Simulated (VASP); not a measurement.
Runs of VASP 6.6.1 on TiB. The structure is that of space group F-43m (No. 216), or close to it. The cells are those of the table. 

```tsv
cell	gap on the mesh (eV)	pressure (GPa)
a = 3.046 Å, angles 60.0°, 2 atoms	none	91.9
a = 2.823 Å, angles 60.0°, 2 atoms	none	(a)
a = 3.046, b = 3.046, c = 2.971 Å, angles 60.8, 60.8, 58.4°, 2 atoms	none	101.3
a = 3.009, b = 3.009, c = 3.046 Å, angles 59.6, 59.6, 60.8°, 2 atoms	none	101.3
a = 3.120 Å, angles 60.0°, 2 atoms	none	67.6
```

Alike in all rows: task single point; level r2SCAN; potentials or basis VASP PAW PBE potentials, release 64 (Ti_sv, B); no spin polarisation; k mesh 20 × 20 × 20; cutoff (eV) 520; smearing gaussian 0.15 eV.

Fill in the values left out.

(a) 205.0.

Caveats: the PAW data sets were made with another functional, which shifts forces and pressure a little; the cell stands under pressure (at least some runs); the stress differs along the axes, from 98 to 107 GPa (at least some runs); the stress differs along the axes, from 98 to 103 GPa (at least some runs).

A gap of «none» marks levels without a gap at the run's occupations.
